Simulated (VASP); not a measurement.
Input of a VASP 6.6.1 run:

The input INCAR:

```
SYSTEM = Hg
  PREC = Accurate
  ENCUT = 500
  EDIFF = 1E-6
  ISMEAR = -1
  SIGMA = 0.1
  LREAL = .False.
  LASPH = .True.
  NELM = 120
  ALGO = Normal
  ISIF = 2
  LWAVE = .False.
  LCHARG = .False.
  GGA = PE
  NBANDS = 32
  GGA_COMPAT = .False.
```

Contents of KPOINTS:

```
regular mesh
0
Gamma
  12 12 4
  0 0 0
```

The input POSCAR:

```
Hg
1.0
    3.7045626074      0.0000000000      0.0000000000
   -1.8522813037      3.2082453280      0.0000000000
    0.0000000000      0.0000000000     11.7358649426
Hg
4
Direct
    0.0000000000      1.0000000000      0.0000000000
    0.0000000000      1.0000000000      0.5000000000
    0.3333333333      0.6666666667      0.2500000000
    0.6666666667      0.3333333333      0.7500000000
```

Potentials or basis: VASP PAW PBE potentials, release 64 (Hg).

Launch:

```sh
$ cat potpaw_PBE.64/Hg/POTCAR > POTCAR
$ mpirun -np 1 vasp_std > vasp.out
```

Question: Estimate the pressure.

Answer: -0.5 GPa.

Question: What does it give for the band gap on the k mesh?

Answer: 0.83 eV (least direct gap 1.22 eV).

Caveat: spin-orbit coupling is left out, which moves the levels of the heavy elements. A k mesh can miss the band edges.
